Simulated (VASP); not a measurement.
Write the native input for VASP 6.6.1 that does the following.

* Task: single point
* Functional: PBE
* Potentials or basis: VASP PAW PBE potentials, release 64 (W_sv, S)
* Cutoff: 520 eV
* k mesh: 9 × 9 × 9
* Occupations: fermi-dirac, width 0.05 eV
* Spin: no spin polarisation
* Dipole correction: no
* Further INCAR settings: ALGO = Normal; EDIFF = 1e-06; NBANDS = 17

The structure of WS lies in POSCAR:

```
WS
1.0
   -2.1564652700      2.1564652700      2.4747265300
    2.1564652700     -2.1564652700      2.4747265300
    2.1564652700      2.1564652700     -2.4747265300
W S
1 1
Direct
    0.5000000000      0.5000000000      0.0000000000
    0.0000000000      0.0000000000      0.0000000000
```

One way to write it, as run:

INCAR

```
  PREC = Accurate
  ENCUT = 520
  EDIFF = 1E-6
  ISMEAR = -1
  SIGMA = 0.05
  LREAL = F
  LASPH = T
  NELM = 60
  ALGO = Normal
  ISIF = 2
  LWAVE = F
  LCHARG = T
  GGA = PE
  LELF = T
  LVHAR = T
  NBANDS = 17
```

KPOINTS

```
Automatic mesh
0
Gamma
  9 9 9
```

Potentials or basis: VASP PAW PBE potentials, release 64 (W_sv, S).

The run is started by

```bash
$ cat potpaw_PBE.64/W_sv/POTCAR potpaw_PBE.64/S/POTCAR > POTCAR
$ mpirun -np 1 vasp_std > vasp.out
```

Results of the run:

The pressure is -23.6 GPa and the band gap on the k mesh is zero (band 10 reaches 6.38 eV, above the bottom of band 11 at 4.33 eV).

Caveat: spin-orbit coupling is left out, which moves the levels of the heavy elements.

Wall time 27 s on 1 thread of Intel(R) Xeon(R) 6975P-C (Granite Rapids) (shared host), peak memory 0.2 GiB.
